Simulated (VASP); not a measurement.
Write the native input for VASP 6.6.1 that does the following.

* Task: single point
* Functional: LDA
* Potentials or basis: VASP PAW LDA potentials, release 64 (Cr_pv)
* Cutoff: 520 eV
* k mesh: 15 × 15 × 15
* Occupations: fermi-dirac, width 0.1 eV
* Spin: no spin polarisation
* Dipole correction: no
* Further INCAR settings: ALGO = Normal; EDIFF = 1e-07; NBANDS = 12

The structure of Cr lies in POSCAR:

```
Cr
1.0
    2.3700810438      0.0000000000      0.0000000000
    0.0000000000      2.3700810438      0.0000000000
    0.0000000000      0.0000000000      2.3700810438
Cr
1
Direct
    0.0000000000      0.0000000000      0.0000000000
```

This cell differs from its parent crystal: volume scaled by 1.12.

One way to write it, as run:

INCAR

```
SYSTEM = Cr
PREC = Accurate ; ENCUT = 520
EDIFF = 1E-7 ; ISMEAR = -1
SIGMA = 0.1 ; LREAL = .False.
LASPH = .True. ; NELM = 60
ALGO = Normal ; ISIF = 2
LWAVE = .False. ; LCHARG = .False.
GGA = CA ; NBANDS = 12
```

KPOINTS

```
Automatic mesh
0
Gamma
  15 15 15
  0 0 0
```

Potentials or basis: VASP PAW LDA potentials, release 64 (Cr_pv).

The run is started by

```sh
$ cat potpaw_LDA.64/Cr_pv/POTCAR > POTCAR
$ mpirun -np 1 vasp_std > vasp.out
```

It gave:

```yaml
Pressure: -19.6 GPa
Band_gap_on_the_k_mesh: zero (band 6 reaches 9.86 eV, above the bottom of band 7 at 8.26 eV)
```

Caveat: the run has no spin polarisation, though such a crystal can be magnetic.

Run time: 18 s on 1 thread of Intel Xeon 8259CL, on a shared host, peak memory 0.12 GiB.
